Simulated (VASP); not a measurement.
# SnS2 (P-3m1) in VASP: a series of runs

Runs on SnS2. Level: PBE. Tasks: single point.

Program: VASP 6.6.1. These are calculated values, not measurements. Logs are shortened: lines on timing, memory, paths and dates and some standing lists are left out, and cuts for length are marked.

## Step 1: The cell of the first run

Symmetry: P-3m1, No. 164, trigonal system. The conventional cell has a = 3.661 Å, b = 3.661 Å, c = 5.962 Å, α = 90.00°, β = 90.00°, γ = 120.00°. Within 3.4 Å of Sn (site symmetry -3m) lie 6 S at 2.57 Å. Within 3.4 Å of S (site symmetry 3m) lie 3 Sn at 2.57 Å.

## Step 2: Single point, PBE

INCAR reads:

```
ALGO = Normal
EDIFF = 1E-6
ENCUT = 500
GGA = PE
GGA_COMPAT = False
ISIF = 2
ISMEAR = 0
LASPH = True
LCHARG = True
LELF = True
LREAL = False
LVHAR = True
LWAVE = False
NBANDS = 20
NELM = 120
PREC = Accurate
SIGMA = 0.01
```

KPOINTS reads:

```
k-points
0
Gamma
  6 6 4
```

POSCAR reads:

```
SnS2
1.0
    3.6607452510      0.0000000000      0.0000000000
   -1.8303726255      3.1702983842      0.0000000000
    0.0000000000      0.0000000000      5.9618843037
Sn S
1 2
Direct
    0.0000000000      0.0000000000      0.0000000000
    0.3333333333      0.6666666667      0.2455884213
    0.6666666667      0.3333333333      0.7544115787
```

Potentials or basis: VASP PAW PBE potentials, release 64 (Sn_d, S).

Launch:

```console
cat potpaw_PBE.64/Sn_d/POTCAR potpaw_PBE.64/S/POTCAR > POTCAR
mpirun -np 1 vasp_std > vasp.out
```

OUTCAR:

```text
EDIFF = 1E-6
   ENCUT = 500
   GGA = PE
   ISIF = 2
   ISMEAR = 0
   LASPH = True
   LREAL = False
   NELM = 120
   PREC = Accurate

 ion  position               nearest neighbor table
   1  0.000  0.000  0.000-   2 2.57   3 2.57   3 2.57   2 2.57   3 2.57   2 2.57
   2  0.333  0.667  0.246-   1 2.57   1 2.57   1 2.57
   3  0.667  0.333  0.754-   1 2.57   1 2.57   1 2.57

  LATTYP: Found a hexagonal cell.
 ALAT       =     3.6607452510
 C/A-ratio  =     1.6285985216

  Lattice vectors:

 A1 = (   3.6607452510,   0.0000000000,   0.0000000000)
 A2 = (  -1.8303726255,   3.1702983842,   0.0000000000)
 A3 = (   0.0000000000,   0.0000000000,   5.9618843037)

Analysis of symmetry for initial positions (statically):
=====================================================================
 Subroutine PRICEL returns:
 Original cell was already a primitive cell.

 Routine SETGRP: Setting up the symmetry group for a
 hexagonal supercell.

 Subroutine GETGRP returns: Found 12 space group operations
 (whereof 12 operations were pure point group operations)
 out of a pool of 24 trial point group operations.

The static configuration has the point symmetry D_3d.

Analysis of symmetry for dynamics (positions and initial velocities):
=====================================================================
 Subroutine PRICEL returns:
 Original cell was already a primitive cell.

 Routine SETGRP: Setting up the symmetry group for a
 hexagonal supercell.

 Subroutine GETGRP returns: Found 12 space group operations
 (whereof 12 operations were pure point group operations)
 out of a pool of 24 trial point group operations.

The dynamic configuration has the point symmetry D_3d.

 Subroutine INISYM returns: Found 12 space group operations
 (whereof 12 operations are pure point group operations),
 and found     1 'primitive' translations

----------------------------------------------------------------------------------------

                                     Primitive cell

  volume of cell :      69.1916

  direct lattice vectors                    reciprocal lattice vectors
     3.660745251  0.000000000  0.000000000     0.273168421  0.157713861  0.000000000
    -1.830372625  3.170298384  0.000000000     0.000000000  0.315427723  0.000000000
     0.000000000  0.000000000  5.961884304     0.000000000  0.000000000  0.167732205

  length of vectors
     3.660745251  3.660745251  5.961884304     0.315427723  0.315427723  0.167732205

  position of ions in fractional coordinates (direct lattice)
     0.000000000  0.000000000  0.000000000
     0.333333333  0.666666667  0.245588421
     0.666666667  0.333333333  0.754411579

  ion indices of the primitive-cell ions
   primitive index   ion index
                 1           1
                 2           2
                 3           3

----------------------------------------------------------------------------------------

 KPOINTS: k-points

Automatic generation of k-mesh.
 Grid dimensions read from file:
 generate k-points for:    6    6    4

 Generating k-lattice:

  Cartesian coordinates                     Fractional coordinates (reciprocal lattice)
     0.045528070  0.026285644  0.000000000     0.166666667  0.000000000  0.000000000
     0.000000000  0.052571287  0.000000000     0.000000000  0.166666667  0.000000000
     0.000000000  0.000000000  0.041933051     0.000000000  0.000000000  0.250000000

  Length of vectors
     0.052571287  0.052571287  0.041933051

  Shift w.r.t. Gamma in fractional coordinates (k-lattice)
     0.000000000  0.000000000  0.000000000

 Subroutine IBZKPT returns following result:
 ===========================================

 Found     24 irreducible k-points:

 Following reciprocal coordinates:
            Coordinates               Weight
  0.000000  0.000000  0.000000      1.000000
  0.166667  0.000000  0.000000      6.000000
  0.333333  0.000000  0.000000      6.000000
  0.500000  0.000000  0.000000      3.000000
  0.166667  0.166667  0.000000      6.000000
  0.333333  0.166667  0.000000     12.000000
[... 16 lines left out ...]
  0.333333  0.166667  0.500000     12.000000
  0.333333  0.333333  0.500000      2.000000
   k-points           NKPTS =     24   k-points in BZ     NKDIM =     24   number of bands    NBANDS=     20
   number of dos      NEDOS =    301   number of ions     NIONS =      3
   total plane-waves  NPLWV =  37632
   dimension x,y,z NGX =    28 NGY =   28 NGZ =   48
   dimension x,y,z NGXF=    56 NGYF=   56 NGZF=   96
   ions per type =               1   2
   NGX,Y,Z   is equivalent  to a cutoff of  12.72, 12.72, 13.38 a.u.
   NGXF,Y,Z  is equivalent  to a cutoff of  25.43, 25.43, 26.77 a.u.
 SYSTEM =  unknown system
   PREC   = accura    normal or accurate (medium, high low for compatibility)
   ISTART =      0    job   : 0-new  1-cont  2-samecut
   ICHARG =      2    charge: 1-file 2-atom 10-const
   ISPIN  =      1    spin polarized calculation?
   LNONCOLLINEAR =      F non collinear calculations
   LSORBIT =      F    spin-orbit coupling
   LASPH  =      T    aspherical Exc in radial PAW
   ENCUT  =  500.0 eV  36.75 Ry    6.06 a.u.   6.67  6.67 10.87*2*pi/ulx,y,z
   NELM   =    120;   NELMIN=  2; NELMDL= -5     # of ELM steps
   EDIFF  = 0.1E-05   stopping-criterion for ELM
   LREAL  =      F    real-space projection
   EDIFFG = 0.1E-04   stopping-criterion for IOM
   NSW    =      0    number of steps for IOM
   IBRION =     -1    ionic relax: 0-MD 1-quasi-New 2-CG
   NFREE  =      0    steps in history (QN), initial steepest desc. (CG)
   ISIF   =      2    stress and relaxation
   ISYM   =      2    0-nonsym 1-usesym 2-fastsym
   POTIM  = 0.5000    time-step for ionic-motion
   TEBEG  =    0.0;   TEEND  =   0.0 temperature during run
   PSTRESS=    0.0 pullay stress
   NELECT =      26.0000    total number of electrons
   NUPDOWN=      -1.0000    fix difference up-down
   EMIN   =  10.00;   EMAX   =-10.00  energy-range for DOS
   EFERMI =   0.00;   METHOD = LEGACY
   ISMEAR =     0;   SIGMA  =   0.01  broadening in eV -4-tet -1-fermi 0-gaus
   EFERMI_NEDOS =   21; number of points for ismear=-14 and -15
   IALGO  =     38    algorithm
   IMIX   =      4    mixing-type and parameters
     AMIX     =   0.40;   BMIX     =  1.00
     AMIX_MAG =   1.60;   BMIX_MAG =  1.00
  volume/ion in A,a.u.               =      23.06       155.64
  Fermi-wavevector in a.u.,A,eV,Ry     =   1.181358  2.232443 18.988384  1.395607
  Thomas-Fermi vector in A             =   2.317633
   LORBIT       =      0    0 simple, 1 ext, 2 COOP (PROOUT), +10 PAW based schemes
   GGA     = PE    functional components
   LHFCALC =     F    Hartree Fock is set to
   AEXX    =    0.0000 exact exchange contribution
   IVDW    =     0    specifies the selected vdW correction
   LEPSILON=     F    determine dielectric tensor
   LRPA    =     F    only Hartree local field effects (RPA)
 non-spin polarized calculation
 Gauss-broadening in eV      SIGMA  =   0.01
  energy-cutoff  :      500.00
  volume of cell :       69.19
 maximum number of plane-waves:      1768
 NGX is ok and might be reduce to    28
   NGX = 13   NGY = 13   NGZ = 21

 number of electron      26.0000007 magnetization

 Free energy of the ion-electron system (eV)
  ---------------------------------------------------
  ext. energy  EPLUGINS =         0.00000000
  ---------------------------------------------------
  free energy    TOTEN  =       -13.16414439 eV

  energy without entropy =      -13.16414439  energy(sigma->0) =      -13.16414439

 E-fermi :   4.5609     XC(G=0):  -9.5057

 val. band max:        4.4282556740   @ k =   0.0000   0.0000   0.0000
 cond. band min:       5.9390441054   @ k =   0.5000   0.0000   0.2500
 fundamental gap:      1.5107884314
 Fermi energy:         4.5609309403

 k-point     1 :       0.0000    0.0000    0.0000
  band No.  band energies     occupation
      1     -16.4554      2.00000
      2     -16.4554      2.00000
      3     -16.4155      2.00000
      4     -16.3878      2.00000
      5     -16.3878      2.00000
      6      -9.2696      2.00000
[... 12 lines left out ...]
     19      13.9781      0.00000
     20      13.9781      0.00000

 k-point     2 :       0.1667    0.0000    0.0000
  band No.  band energies     occupation
      1     -16.4728      2.00000
      2     -16.4415      2.00000
      3     -16.4052      2.00000
      4     -16.3953      2.00000
      5     -16.3854      2.00000
      6      -8.9645      2.00000
[... 12 lines left out ...]
     19      13.5069      0.00000
     20      14.2833      0.00000

 k-point     3 :       0.3333    0.0000    0.0000
  band No.  band energies     occupation
      1     -16.5130      2.00000
      2     -16.4265      2.00000
      3     -16.4171      2.00000
      4     -16.3724      2.00000
      5     -16.3673      2.00000
      6      -8.1336      2.00000
[... 12 lines left out ...]
     19      13.8115      0.00000
     20      14.7603      0.00000

 k-point     4 :       0.5000    0.0000    0.0000
  band No.  band energies     occupation
      1     -16.5340      2.00000
      2     -16.4250      2.00000
      3     -16.4245      2.00000
      4     -16.3585      2.00000
      5     -16.3520      2.00000
      6      -7.3789      2.00000
[... 12 lines left out ...]
     19      14.7955      0.00000
     20      15.3668      0.00000

 k-point     5 :       0.1667    0.1667    0.0000
  band No.  band energies     occupation
      1     -16.4925      2.00000
      2     -16.4384      2.00000
      3     -16.4048      2.00000
      4     -16.3935      2.00000
      5     -16.3683      2.00000
      6      -8.3895      2.00000
[... 12 lines left out ...]
     19      12.1783      0.00000
     20      15.0632      0.00000
[... 353 lines left out ...]
      6      -7.2941      2.00000
[... 12 lines left out ...]
     19      15.2058      0.00000
     20      15.9315      0.00000

 k-point    22 :       0.1667    0.1667    0.5000
  band No.  band energies     occupation
      1     -16.4927      2.00000
      2     -16.4384      2.00000
      3     -16.4049      2.00000
      4     -16.3934      2.00000
      5     -16.3683      2.00000
      6      -8.2565      2.00000
[... 12 lines left out ...]
     19      13.1596      0.00000
     20      14.1873      0.00000

 k-point    23 :       0.3333    0.1667    0.5000
  band No.  band energies     occupation
      1     -16.5126      2.00000
      2     -16.4417      2.00000
      3     -16.4115      2.00000
      4     -16.3733      2.00000
      5     -16.3561      2.00000
      6      -7.3782      2.00000
[... 12 lines left out ...]
     19      13.7587      0.00000
     20      14.6502      0.00000

 k-point    24 :       0.3333    0.3333    0.5000
  band No.  band energies     occupation
      1     -16.4795      2.00000
      2     -16.4795      2.00000
      3     -16.3857      2.00000
      4     -16.3857      2.00000
      5     -16.3649      2.00000
      6      -6.8115      2.00000
[... 12 lines left out ...]
     19      13.9889      0.00000
     20      14.0790      0.00000

------------------------ aborting loop because EDIFF is reached ----------------------------------------

  FORCE on cell =-STRESS in cart. coord.  units (eV):
  Direction    XX          YY          ZZ          XY          YZ          ZX
  --------------------------------------------------------------------------------------
  -------------------------------------------------------------------------------------
  Total        1.2946448      1.2946448      1.3204967     -0.0000000     -0.0000000      0.0000000
  in kB       29.9783697     29.9783697     30.5769889     -0.0000000     -0.0000000      0.0000000
  external PRESSURE =      30.1779094 kB  Pullay stress =       0.0000000 kB

 VOLUME and BASIS-vectors are now :
 -----------------------------------------------------------------------------
  energy-cutoff  :      500.00
  volume of cell :       69.19
      direct lattice vectors                 reciprocal lattice vectors
     3.660745251  0.000000000  0.000000000     0.273168421  0.157713861  0.000000000
    -1.830372625  3.170298384  0.000000000     0.000000000  0.315427723  0.000000000
     0.000000000  0.000000000  5.961884304     0.000000000  0.000000000  0.167732205

 POSITION                                       TOTAL-FORCE (eV/Angst)
 -----------------------------------------------------------------------------------
      0.00000      0.00000      0.00000        -0.000000      0.000000      0.000000
     -0.00000      2.11353      1.46417         0.000000     -0.000000      0.208725
      1.83037      1.05677      4.49771        -0.000000      0.000000     -0.208725
 -----------------------------------------------------------------------------------
    total drift:                               -0.000000     -0.000000      0.000000

  FREE ENERGIE OF THE ION-ELECTRON SYSTEM (eV)
  ---------------------------------------------------
  free  energy   TOTEN  =       -13.1641443919 eV

  energy  without entropy=      -13.1641443919  energy(sigma->0) =      -13.16414439
```

It took 37 s on 1 thread of Intel Xeon 6975P-C, shared host; peak memory 0.19 GiB.

Results:

- Free energy: -13.1641 eV
- Pressure: 3.0 GPa
- Largest force: 0.209 eV/Å
- Band gap on the k mesh: 1.51 eV, indirect (least direct gap 1.92 eV)

Forces on the atoms (eV/Å):
```
Sn   0.000  0.000  0.000
S    0.000  0.000  0.209
S    0.000  0.000 -0.209
```

Caveat: spin-orbit coupling is left out, which moves the levels of the heavy elements; this functional lacks dispersion, which binds the layers, so the pressure and a relaxed spacing across them are unreliable. A k mesh can miss the band edges.

## Step 3: Single point, PBE

INCAR reads:

```
SYSTEM = SnS2
ALGO = Normal
EDIFF = 1E-6
ENCUT = 500
GGA = PE
GGA_COMPAT = .False.
ISIF = 2
ISMEAR = 0
LASPH = .True.
LCHARG = .False.
LREAL = .False.
LWAVE = .False.
NBANDS = 20
NELM = 120
PREC = Accurate
SIGMA = 0.01
```

KPOINTS reads:

```
k-points
0
Gamma
  6 6 4
  0 0 0
```

POSCAR is that of step 2.

Potentials or basis: VASP PAW PBE potentials, release 64 (Sn_d, S).

Launch:

```console
cat potpaw_PBE.64/Sn_d/POTCAR potpaw_PBE.64/S/POTCAR > POTCAR
mpirun -np 1 vasp_std > vasp.out
```

Run time: 43 s. Hardware: 1 thread of Intel Xeon 6975P-C, shared host; peak memory 0.2 GiB.

The run converged. Its results:

* Free energy: -13.1641 eV
* Pressure: 3.0 GPa
* Largest force: 0.209 eV/Å
* Band gap on the k mesh: 1.51 eV, indirect (least direct gap 1.92 eV)

Forces on the atoms (eV/Å):
```
Sn   0.000  0.000  0.000
S    0.000  0.000  0.209
S    0.000  0.000 -0.209
```

Levels at points of the mesh, in eV from the valence-band top:
| k point | band 9 | band 10 | band 11 | band 12 | band 13 | band 14 | band 15 | band 16 | band 17 | band 18 |
| --- | --- | --- | --- | --- | --- | --- | --- | --- | --- | --- |
| (0.00, 0.00, 0.00) | -0.61 | -0.61 | -0.31 | -0.31 | 0.00 | 1.98 | 3.68 | 5.45 | 5.45 | 8.93 |
| (0.50, 0.00, 0.00) | -4.30 | -2.59 | -2.48 | -0.90 | -0.26 | 1.72 | 4.55 | 6.08 | 6.24 | 7.63 |
| (0.00, 0.00, 0.50) | -1.76 | -0.68 | -0.68 | -0.20 | -0.20 | 3.06 | 3.74 | 5.23 | 5.23 | 8.96 |
| (0.50, 0.00, 0.50) | -4.69 | -2.35 | -1.77 | -0.65 | -0.55 | 1.53 | 4.77 | 5.67 | 6.45 | 6.96 |

Caveat: spin-orbit coupling is left out, which moves the levels of the heavy elements; this functional lacks dispersion, which binds the layers, so the pressure and a relaxed spacing across them are unreliable. A k mesh can miss the band edges.
